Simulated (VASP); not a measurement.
Wanted: the native input for a VASP 6.6.1 run.

* Task: single point
* Functional: PBE
* Potentials or basis: VASP PAW PBE potentials, release 64 (Rb_sv, Br)
* Cutoff: 520 eV
* k mesh: 6 × 6 × 6
* Occupations: gaussian, width 0.05 eV
* Spin: no spin polarisation
* Dipole correction: no
* Further INCAR settings: ALGO = Normal; EDIFF = 1e-06; NBANDS = 15

The structure of RbBr lies in POSCAR:

```
RbBr
1.0
    4.3048525893      0.0000000000      0.0000000000
    0.0000000000      4.3048525893      0.0000000000
    0.0000000000      0.0000000000      4.1929021031
Rb Br
1 1
Direct
   -0.0694336317      0.0000000000      0.0000000000
    0.5742683689      0.5000000000      0.5000000000
```

This cell differs from its parent crystal: atoms displaced along a vibrational mode, the cell strained.

The input as run:

INCAR

```
SYSTEM = RbBr
  ALGO = Normal
  EDIFF = 1E-6
  ENCUT = 520
  GGA = PE
  ISIF = 2
  ISMEAR = 0
  LASPH = .True.
  LCHARG = .False.
  LREAL = .False.
  LWAVE = .False.
  NBANDS = 15
  NELM = 80
  PREC = Accurate
  SIGMA = 0.05
```

KPOINTS

```
k-points
0
Gamma
  6 6 6
  0 0 0
```

Potentials or basis: VASP PAW PBE potentials, release 64 (Rb_sv, Br).

The run is started by

```console
$ cat potpaw_PBE.64/Rb_sv/POTCAR potpaw_PBE.64/Br/POTCAR > POTCAR
$ mpirun -np 1 vasp_std > vasp.out
```

It gave:

```json
{"Pressure": "0.7 GPa", "Largest force": "0.294 eV/Å", "Band gap on the k mesh": "3.88 eV (least direct gap 3.93 eV)"}
```

Caveat: the cell differs from its parent crystal (atoms displaced along a vibrational mode, the cell strained).

Wall time 16 s on 1 thread of Intel(R) Xeon(R) 6975P-C (Granite Rapids), with other jobs on the host, peak memory 0.22 GiB.
